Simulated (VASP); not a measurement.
# Al3Ni2 (P-3m1) in VASP: further runs

The runs below take Al3Ni2 through single point, with r2SCAN.

Everything below comes from runs of VASP 6.6.1. Logs are shortened: lines on timing, memory, paths and dates and some standing lists are left out, and cuts for length are marked.

### Step 1. The cell of the first run

The structure is trigonal, space group P-3m1 (No. 164). The conventional cell has a = 4.207 Å, b = 4.207 Å, c = 4.862 Å, α = 90.00°, β = 90.00°, γ = 120.00°. Within 3.3 Å of Al (site symmetry -3m) lie 6 Ni at 2.53 Å and 6 Al at 2.97 Å. Within 3.2 Å of Al (site symmetry 3m) lie 5 Ni at 2.42 to 2.63 Å and 6 Al at 2.83 to 2.97 Å. Ni (site symmetry 3m) has 8 Al at 2.42 to 2.63 Å and 3 Ni at 2.81 Å within 3.2 Å.

### Step 2. Single point, r2SCAN (strain +0.050 along x and y, +0.000 along z)

File POSCAR:

```
Al3Ni2
1.0
    4.2070574305      0.0000000000      0.0000000000
   -2.1035287153      3.6434186099      0.0000000000
    0.0000000000      0.0000000000      4.8615270317
Al Ni
3 2
Direct
    0.0000000000      0.0000000000      0.0000000000
    0.3333333333      0.6666666667      0.6484376367
    0.6666666667      0.3333333333      0.3515623633
    0.3333333333      0.6666666667      0.1462123372
    0.6666666667      0.3333333333      0.8537876628
```

File INCAR.step1:

```
SYSTEM = Al3Ni2
ALGO = Normal ; EDIFF = 1E-4
ENCUT = 520 ; GGA = PE
ISMEAR = 0 ; LASPH = .True.
LCHARG = .False. ; LREAL = .False.
LWAVE = .True. ; NBANDS = 22
NELM = 100 ; PREC = Accurate
SIGMA = 0.15
```

File INCAR.step2:

```
SYSTEM = Al3Ni2
ALGO = Normal ; EDIFF = 1E-6
ENCUT = 520 ; ISIF = 2
ISMEAR = 0 ; ISTART = 1
LASPH = .True. ; LCHARG = .True.
LELF = .True. ; LMIXTAU = .True.
LREAL = .False. ; LVHAR = .True.
LWAVE = .False. ; METAGGA = R2SCAN
NBANDS = 22 ; NELM = 100
PREC = Accurate ; SIGMA = 0.15
```

File KPOINTS:

```
k-points
0
Gamma
  12 12 10
  0 0 0
```

Potentials or basis: VASP PAW PBE potentials, release 64 (Al, Ni).

Started as:

```console
cat potpaw_PBE.64/Al/POTCAR potpaw_PBE.64/Ni/POTCAR > POTCAR
cp INCAR.step1 INCAR
mpirun -np 1 vasp_std > vasp.out
cp INCAR.step2 INCAR
mpirun -np 1 vasp_std > vasp.out
```

OUTCAR:

```text
SYSTEM = Al3Ni2
   EDIFF = 1E-6
   ENCUT = 520
   ISIF = 2
   ISMEAR = 0
   ISTART = 1
   LASPH = .True.
   LREAL = .False.
   METAGGA = R2SCAN
   NELM = 100
   PREC = Accurate

 ion  position               nearest neighbor table
   1  0.000  0.000  0.000-   4 2.53   5 2.53   4 2.53   5 2.53   5 2.53   4 2.53   2 2.97   3 2.97
                             2 2.97   3 2.97   2 2.97   3 2.97
   2  0.333  0.667  0.648-   4 2.42   4 2.44   5 2.63   5 2.63   5 2.63   3 2.83   3 2.83   3 2.83
                             1 2.97   1 2.97   1 2.97
   3  0.667  0.333  0.352-   5 2.42   5 2.44   4 2.63   4 2.63   4 2.63   2 2.83   2 2.83   2 2.83
                             1 2.97   1 2.97   1 2.97
   4  0.333  0.667  0.146-   2 2.42   2 2.44   1 2.53   1 2.53   1 2.53   3 2.63   3 2.63   3 2.63
                             5 2.81   5 2.81   5 2.81
   5  0.667  0.333  0.854-   3 2.42   3 2.44   1 2.53   1 2.53   1 2.53   2 2.63   2 2.63   2 2.63
                             4 2.81   4 2.81   4 2.81

  LATTYP: Found a hexagonal cell.
 ALAT       =     4.2070574305
 C/A-ratio  =     1.1555646939

  Lattice vectors:

 A1 = (   4.2070574305,   0.0000000000,   0.0000000000)
 A2 = (  -2.1035287153,   3.6434186099,   0.0000000000)
 A3 = (   0.0000000000,   0.0000000000,   4.8615270317)

Analysis of symmetry for initial positions (statically):
=====================================================================
 Subroutine PRICEL returns:
 Original cell was already a primitive cell.

 Routine SETGRP: Setting up the symmetry group for a
 hexagonal supercell.

 Subroutine GETGRP returns: Found 12 space group operations
 (whereof 12 operations were pure point group operations)
 out of a pool of 24 trial point group operations.

The static configuration has the point symmetry D_3d.

Analysis of symmetry for dynamics (positions and initial velocities):
=====================================================================
 Subroutine PRICEL returns:
 Original cell was already a primitive cell.

 Routine SETGRP: Setting up the symmetry group for a
 hexagonal supercell.

 Subroutine GETGRP returns: Found 12 space group operations
 (whereof 12 operations were pure point group operations)
 out of a pool of 24 trial point group operations.

The dynamic configuration has the point symmetry D_3d.

 Subroutine INISYM returns: Found 12 space group operations
 (whereof 12 operations are pure point group operations),
 and found     1 'primitive' translations

----------------------------------------------------------------------------------------

                                     Primitive cell

  volume of cell :      74.5178

  direct lattice vectors                    reciprocal lattice vectors
     4.207057430  0.000000000  0.000000000     0.237695828  0.137233750  0.000000000
    -2.103528715  3.643418610  0.000000000     0.000000000  0.274467501  0.000000000
     0.000000000  0.000000000  4.861527032     0.000000000  0.000000000  0.205696686

  length of vectors
     4.207057430  4.207057430  4.861527032     0.274467501  0.274467501  0.205696686

  position of ions in fractional coordinates (direct lattice)
     0.000000000  0.000000000  0.000000000
     0.333333333  0.666666667  0.648437637
     0.666666667  0.333333333  0.351562363
     0.333333333  0.666666667  0.146212337
     0.666666667  0.333333333  0.853787663

  ion indices of the primitive-cell ions
   primitive index   ion index
                 1           1
                 2           2
                 3           3
                 4           4
                 5           5

----------------------------------------------------------------------------------------

 KPOINTS: k-points

Automatic generation of k-mesh.
 Grid dimensions read from file:
 generate k-points for:   12   12   10

 Generating k-lattice:

  Cartesian coordinates                     Fractional coordinates (reciprocal lattice)
     0.019807986  0.011436146  0.000000000     0.083333333  0.000000000  0.000000000
     0.000000000  0.022872292  0.000000000     0.000000000  0.083333333  0.000000000
     0.000000000  0.000000000  0.020569669     0.000000000  0.000000000  0.100000000

  Length of vectors
     0.022872292  0.022872292  0.020569669

  Shift w.r.t. Gamma in fractional coordinates (k-lattice)
     0.000000000  0.000000000  0.000000000

 Subroutine IBZKPT returns following result:
 ===========================================

 Found    162 irreducible k-points:

 Following reciprocal coordinates:
            Coordinates               Weight
  0.000000  0.000000  0.000000      1.000000
  0.083333 -0.000000  0.000000      6.000000
  0.166667 -0.000000  0.000000      6.000000
  0.250000 -0.000000  0.000000      6.000000
  0.333333  0.000000  0.000000      6.000000
  0.416667 -0.000000  0.000000      6.000000
[... 16 lines left out ...]
  0.166667 -0.000000  0.100000      6.000000
  0.000000  0.166667  0.100000      6.000000
 [... further k-points ...]
   k-points           NKPTS =    162   k-points in BZ     NKDIM =    162   number of bands    NBANDS=     22
   number of dos      NEDOS =    301   number of ions     NIONS =      5
   total plane-waves  NPLWV =  36864
   dimension x,y,z NGX =    32 NGY =   32 NGZ =   36
   dimension x,y,z NGXF=    64 NGYF=   64 NGZF=   72
   ions per type =               3   2
   NGX,Y,Z   is equivalent  to a cutoff of  12.65, 12.65, 12.31 a.u.
   NGXF,Y,Z  is equivalent  to a cutoff of  25.29, 25.29, 24.62 a.u.
 SYSTEM =  Al3Ni2
   PREC   = accura    normal or accurate (medium, high low for compatibility)
   ISTART =      1    job   : 0-new  1-cont  2-samecut
   ICHARG =      0    charge: 1-file 2-atom 10-const
   ISPIN  =      1    spin polarized calculation?
   LNONCOLLINEAR =      F non collinear calculations
   LSORBIT =      F    spin-orbit coupling
   LASPH  =      T    aspherical Exc in radial PAW
   ENCUT  =  520.0 eV  38.22 Ry    6.18 a.u.   7.82  7.82  9.04*2*pi/ulx,y,z
   NELM   =    100;   NELMIN=  2; NELMDL=  0     # of ELM steps
   EDIFF  = 0.1E-05   stopping-criterion for ELM
   LREAL  =      F    real-space projection
   EDIFFG = 0.1E-04   stopping-criterion for IOM
   NSW    =      0    number of steps for IOM
   IBRION =     -1    ionic relax: 0-MD 1-quasi-New 2-CG
   NFREE  =      0    steps in history (QN), initial steepest desc. (CG)
   ISIF   =      2    stress and relaxation
   ISYM   =      2    0-nonsym 1-usesym 2-fastsym
   POTIM  = 0.5000    time-step for ionic-motion
   TEBEG  =    0.0;   TEEND  =   0.0 temperature during run
   PSTRESS=    0.0 pullay stress
   NELECT =      29.0000    total number of electrons
   NUPDOWN=      -1.0000    fix difference up-down
   EMIN   =  10.00;   EMAX   =-10.00  energy-range for DOS
   EFERMI =   0.00;   METHOD = LEGACY
   ISMEAR =     0;   SIGMA  =   0.15  broadening in eV -4-tet -1-fermi 0-gaus
   EFERMI_NEDOS =   21; number of points for ismear=-14 and -15
   IALGO  =     38    algorithm
   IMIX   =      4    mixing-type and parameters
     AMIX     =   0.40;   BMIX     =  1.00
     AMIX_MAG =   1.60;   BMIX_MAG =  1.00
  volume/ion in A,a.u.               =      14.90       100.57
  Fermi-wavevector in a.u.,A,eV,Ry     =   1.195237  2.258671 19.437173  1.428592
  Thomas-Fermi vector in A             =   2.331208
   LORBIT       =      0    0 simple, 1 ext, 2 COOP (PROOUT), +10 PAW based schemes
   METAGGA = R2SCAN    functional components
   LHFCALC =     F    Hartree Fock is set to
   AEXX    =    0.0000 exact exchange contribution
   IVDW    =     0    specifies the selected vdW correction
   LEPSILON=     F    determine dielectric tensor
   LRPA    =     F    only Hartree local field effects (RPA)
 non-spin polarized calculation
 Gauss-broadening in eV      SIGMA  =   0.15
  energy-cutoff  :      520.00
  volume of cell :       74.52
 maximum number of plane-waves:      2034
   NGX = 15   NGY = 15   NGZ = 19

 number of electron      28.9999990 magnetization

 Free energy of the ion-electron system (eV)
  ---------------------------------------------------
  ext. energy  EPLUGINS =         0.00000000
  ---------------------------------------------------
  free energy    TOTEN  =       -47.01402297 eV

  energy without entropy =      -46.99974384  energy(sigma->0) =      -47.00688341

 E-fermi :   7.3683     XC(G=0): -11.5851

 val. band max:        7.3607314359   @ k =   0.1667   0.1667   0.4000
 cond. band min:       7.3874084082   @ k =   0.1667   0.0833   0.3000
 fundamental gap:      0.0266769723
 Fermi energy:         7.3683306129

 k-point     1 :       0.0000    0.0000    0.0000
  band No.  band energies     occupation
      1      -3.0614      2.00000
      2       2.5327      2.00000
      3       2.9232      2.00000
      4       4.0803      2.00000
      5       4.0803      2.00000
      6       4.7034      2.00000
[... 14 lines left out ...]
     21      14.4002      0.00000
     22      14.4002      0.00000

 k-point     2 :       0.0833   -0.0000    0.0000
  band No.  band energies     occupation
      1      -2.9787      2.00000
      2       2.5753      2.00000
      3       2.9421      2.00000
      4       4.0402      2.00000
      5       4.1080      2.00000
      6       4.6463      2.00000
[... 14 lines left out ...]
     21      13.8819      0.00000
     22      14.0047      0.00000

 k-point     3 :       0.1667   -0.0000    0.0000
  band No.  band energies     occupation
      1      -2.7317      2.00000
      2       2.6766      2.00000
      3       2.9549      2.00000
      4       3.8910      2.00000
      5       4.1903      2.00000
      6       4.4840      2.00000
[... 14 lines left out ...]
     21      13.4167      0.00000
     22      13.7897      0.00000
[... 476 lines left out ...]
 k-point    23 :       0.1667   -0.0000    0.1000
  band No.  band energies     occupation
      1      -2.6666      2.00000
      2       2.1228      2.00000
      3       3.1849      2.00000
      4       3.9878      2.00000
      5       4.2046      2.00000
      6       4.4967      2.00000
[... 14 lines left out ...]
     21      13.4652      0.00000
     22      14.1306      0.00000

 k-point    24 :       0.0000    0.1667    0.1000
  band No.  band energies     occupation
      1      -2.6668      2.00000
      2       2.1168      2.00000
      3       3.3152      2.00000
      4       3.8299      2.00000
      5       4.1547      2.00000
      6       4.5206      2.00000
[... 14 lines left out ...]
     21      12.9009      0.00000
     22      13.6789      0.00000

 [... further k-points ...]

------------------------ aborting loop because EDIFF is reached ----------------------------------------

  FORCE on cell =-STRESS in cart. coord.  units (eV):
  Direction    XX          YY          ZZ          XY          YZ          ZX
  --------------------------------------------------------------------------------------
  -------------------------------------------------------------------------------------
  Total       -6.5771029     -6.5771029     -2.4038604      0.0000000     -0.0000000     -0.0000000
  in kB     -141.4115886   -141.4115885    -51.6844157      0.0000000     -0.0000000     -0.0000000
  external PRESSURE =    -111.5025309 kB  Pullay stress =       0.0000000 kB

 VOLUME and BASIS-vectors are now :
 -----------------------------------------------------------------------------
  energy-cutoff  :      520.00
  volume of cell :       74.52
      direct lattice vectors                 reciprocal lattice vectors
     4.207057430  0.000000000  0.000000000     0.237695828  0.137233750  0.000000000
    -2.103528715  3.643418610  0.000000000     0.000000000  0.274467501  0.000000000
     0.000000000  0.000000000  4.861527032     0.000000000  0.000000000  0.205696686

 POSITION                                       TOTAL-FORCE (eV/Angst)
 -----------------------------------------------------------------------------------
      0.00000      0.00000      0.00000        -0.000000      0.000000      0.000000
     -0.00000      2.42895      3.15240         0.000000      0.000000      0.043829
      2.10353      1.21447      1.70913        -0.000000     -0.000000     -0.043829
     -0.00000      2.42895      0.71082        -0.000000      0.000000     -0.124928
      2.10353      1.21447      4.15071        -0.000000     -0.000000      0.124928
 -----------------------------------------------------------------------------------
    total drift:                               -0.000000      0.000000      0.000000

  FREE ENERGIE OF THE ION-ELECTRON SYSTEM (eV)
  ---------------------------------------------------
  free  energy   TOTEN  =       -47.0140229676 eV

  energy  without entropy=      -46.9997438439  energy(sigma->0) =      -47.00688341
```

Run time: 15 min. Hardware: 1 thread of Oxide Virtual Turin-like, shared host; peak memory 0.33 GiB.

Results:

* Free energy: -47.0140 eV
* Pressure: -11.2 GPa
* Largest force: 0.125 eV/Å
* Band gap on the k mesh: zero (an odd number of electrons rules out a gap without spin polarisation)

Forces in eV/Å, atoms in the order of the input:
```
Al   0.000  0.000  0.000
Al   0.000  0.000  0.044
Al   0.000  0.000 -0.044
Ni   0.000  0.000 -0.125
Ni   0.000  0.000  0.125
```

Stress tensor (GPa, compression positive):
```
-14.14   0.00   0.00
  0.00 -14.14   0.00
  0.00   0.00  -5.17
```

Levels at points of the mesh, in eV from the Fermi level:
```
           k point  band 13  band 14  band 15  band 16  band 17  band 18
(0.00, 0.00, 0.00)    -1.17     0.98     0.98     2.80     2.80     4.03
(0.50, 0.00, 0.00)    -1.39    -1.34    -1.08     1.48     1.91     2.41
(0.00, 0.00, 0.50)     2.55     2.55     2.71     2.71     3.39     3.95
(0.50, 0.00, 0.50)    -1.53    -0.94    -0.37     1.49     2.01     2.82
```

Caveat: the cell differs from its parent crystal (strain +0.050 along x and y, +0.000 along z); the stress differs along the axes, from -14 to -5 GPa; the PAW data sets were made with another functional, which shifts forces and pressure a little. Spin polarisation is off, so any magnetic state and its effect on volume and gap are missing.

### Step 3. Single point, r2SCAN (strain +0.050 along x and y, +0.050 along z)

Edit POSCAR of step 2 so:

```diff
@@ -4,3 +4,3 @@
    -2.1035287153      3.6434186099      0.0000000000
-    0.0000000000      0.0000000000      4.8615270317
+    0.0000000000      0.0000000000      5.1046033833
 Al Ni
```

File INCAR.step1:

```
SYSTEM = Al3Ni2
ALGO     = Normal         ! electronic algorithm
EDIFF    = 1E-4           ! SCF threshold, eV
ENCUT    = 520            ! plane-wave cutoff, eV
GGA      = PE             ! functional
ISMEAR   = 0              ! smearing method
LASPH    = .TRUE.         ! aspherical terms in the spheres
LCHARG   = .FALSE.        ! write CHGCAR
LREAL    = .FALSE.        ! projectors in reciprocal space
LWAVE    = .TRUE.         ! write WAVECAR
NBANDS   = 22             ! bands
NELM     = 80             ! most SCF steps
PREC     = Accurate       ! precision mode
SIGMA    = 0.15           ! smearing width, eV
```

File INCAR.step2:

```
SYSTEM = Al3Ni2
ALGO     = Normal         ! electronic algorithm
EDIFF    = 1E-6           ! SCF threshold, eV
ENCUT    = 520            ! plane-wave cutoff, eV
ISIF     = 2              ! what is computed and relaxed
ISMEAR   = 0              ! smearing method
ISTART   = 1            
LASPH    = .TRUE.         ! aspherical terms in the spheres
LCHARG   = .TRUE.         ! write CHGCAR
LELF     = .TRUE.         ! ELF
LMIXTAU  = .TRUE.       
LREAL    = .FALSE.        ! projectors in reciprocal space
LVHAR    = .TRUE.       
LWAVE    = .FALSE.        ! write WAVECAR
METAGGA  = R2SCAN         ! meta-GGA
NBANDS   = 22             ! bands
NELM     = 80             ! most SCF steps
PREC     = Accurate       ! precision mode
SIGMA    = 0.15           ! smearing width, eV
```

File KPOINTS:

```
k-points
0
G
  12 12 10
  0 0 0
```

Potentials or basis: VASP PAW PBE potentials, release 64 (Al, Ni).

Started as:

```console
cat potpaw_PBE.64/Al/POTCAR potpaw_PBE.64/Ni/POTCAR > POTCAR
cp INCAR.step1 INCAR
mpirun -np 1 vasp_std > vasp.out
cp INCAR.step2 INCAR
mpirun -np 1 vasp_std > vasp.out
```

OUTCAR:

```text
SYSTEM = Al3Ni2
   EDIFF = 1E-6
   ENCUT = 520
   ISIF = 2
   ISMEAR = 0
   ISTART = 1
   LASPH = .TRUE.
   LREAL = .FALSE.
   METAGGA = R2SCAN
   NELM = 80
   PREC = Accurate

 ion  position               nearest neighbor table
   1  0.000  0.000  0.000-   4 2.54   5 2.54   4 2.54   5 2.54   5 2.54   4 2.54   2 3.02   3 3.02
                             2 3.02   3 3.02   2 3.02   3 3.02
   2  0.333  0.667  0.648-   4 2.54   4 2.56   5 2.65   5 2.65   5 2.65   3 2.86   3 2.86   3 2.86
                             1 3.02   1 3.02   1 3.02
[... 810 lines left out ...]
  --------------------------------------------------------------------------------------
  -------------------------------------------------------------------------------------
  Total       -7.5037281     -7.5037281     -8.0116811      0.0000000     -0.0000000     -0.0000000
  in kB     -153.6519776   -153.6519776   -164.0532054      0.0000000     -0.0000000     -0.0000000
  external PRESSURE =    -157.1190535 kB  Pullay stress =       0.0000000 kB

 VOLUME and BASIS-vectors are now :
 -----------------------------------------------------------------------------
  energy-cutoff  :      520.00
  volume of cell :       78.24
      direct lattice vectors                 reciprocal lattice vectors
     4.207057430  0.000000000  0.000000000     0.237695828  0.137233750  0.000000000
    -2.103528715  3.643418610  0.000000000     0.000000000  0.274467501  0.000000000
     0.000000000  0.000000000  5.104603383     0.000000000  0.000000000  0.195901606

 POSITION                                       TOTAL-FORCE (eV/Angst)
 -----------------------------------------------------------------------------------
      0.00000      0.00000      0.00000        -0.000000      0.000000      0.000000
     -0.00000      2.42895      3.31002         0.000000      0.000000      0.175596
      2.10353      1.21447      1.79459         0.000000     -0.000000     -0.175596
     -0.00000      2.42895      0.74636         0.000000      0.000000     -0.108215
      2.10353      1.21447      4.35825        -0.000000      0.000000      0.108215
 -----------------------------------------------------------------------------------
    total drift:                               -0.000000      0.000000      0.000000

  FREE ENERGIE OF THE ION-ELECTRON SYSTEM (eV)
  ---------------------------------------------------
  free  energy   TOTEN  =       -46.7515610818 eV

  energy  without entropy=      -46.7351063842  energy(sigma->0) =      -46.74333373
```

It took 18 min on 1 thread of Oxide Virtual Turin-like, shared host; peak memory 0.34 GiB.

Results:

| Quantity | Value |
| --- | --- |
| Free energy | -46.7516 eV |
| Pressure | -15.7 GPa |
| Largest force | 0.176 eV/Å |
| Band gap on the k mesh | zero (an odd number of electrons rules out a gap without spin polarisation) |

Forces in eV/Å, atoms in the order of the input:
```
Al   0.000  0.000  0.000
Al   0.000  0.000  0.176
Al   0.000  0.000 -0.176
Ni   0.000  0.000 -0.108
Ni   0.000  0.000  0.108
```

Caveat: the cell differs from its parent crystal (strain +0.050 along x and y, +0.050 along z); the cell stands under tension; the PAW data sets were made with another functional, which shifts forces and pressure a little.

(Continued in part 2 of 2.)

The gap in the log of VASP goes by the Fermi energy; the results here count the filled bands.